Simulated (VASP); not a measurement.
Ba:

```
Ba
1.0
     5.30156    0.00000    0.00000
     0.00000    6.00788    0.00000
     0.00000    0.00000    4.51955
Ba
2
Direct
  0.00000 0.00000 0.58964
  0.50000 0.50000 0.41036
```

- Program: VASP 6.6.1
- Task: relaxation of cell and atoms
- Functional: PBE
- Potentials or basis: VASP PAW PBE potentials, release 64 (Ba_sv)
- Cutoff: 600 eV
- k mesh: 4 × 4 × 4
- Occupations: gaussian, width 0.1 eV
- Spin: no spin polarisation

At the start: pressure -0.6 GPa; volume 71.98 Å³/atom.

Task: Where does the relaxation end?

Result: Over 32 steps the energy falls by 300.6 meV/atom and the volume is 63.63 Å³/atom (-11.6 %); space group Immm (No. 71, to 0.05 Å).

The path:
```tsv
step	energy change (eV)	largest force (eV/Å)	pressure (GPa)	volume (Å³)
1	0.0000	0.3645	-0.58	143.95
2	-0.0504	0.3651	-0.40	138.56
3	-0.1187	0.3317	-0.10	128.18
4	-0.0089	0.1682	1.63	108.10
5	-0.1307	0.2866	0.10	123.37
6	-0.1317	0.2599	0.34	120.54
7	-0.1826	0.2729	0.51	119.21
8	-0.3156	0.2696	1.09	114.04
9	0.3499	0.0501	3.00	98.53
10	-0.3229	0.2452	1.24	112.69
11	-0.3736	0.2129	0.76	118.02
12	-0.3952	0.1881	0.31	124.91
13	-0.4246	0.1967	0.09	128.32
14	-0.4587	0.2181	-0.43	138.56
15	-0.4859	0.2300	-0.31	135.84
16	-0.5351	0.2256	0.03	128.21
17	-0.5132	0.1261	1.60	111.04
18	-0.5534	0.1588	0.42	122.45
19	-0.5531	0.0736	0.80	118.15
20	-0.5662	0.0060	0.69	119.46
21	-0.5703	0.2378	0.42	122.38
22	-0.5747	0.1408	0.52	121.20
23	-0.5845	0.1096	0.28	123.97
24	-0.5905	0.0747	-0.04	127.85
25	-0.5907	0.0672	-0.09	128.52
26	-0.5925	0.0546	-0.05	128.24
27	-0.5965	0.0173	0.00	127.38
28	-0.5981	0.0642	0.13	125.55
29	-0.5986	0.0388	0.08	126.18
30	-0.5999	0.0406	-0.02	127.40
31	-0.6001	0.0416	-0.06	127.96
32	-0.6012	0.0275	-0.01	127.27
```

Final structure:
```
Ba
1.0
     5.02178    0.00000    0.00000
     0.00000    5.09230    0.00000
     0.00000    0.00000    4.97675
Ba
2
Direct
  0.00000 0.00000 0.74792
  0.50000 0.50000 0.25208
```
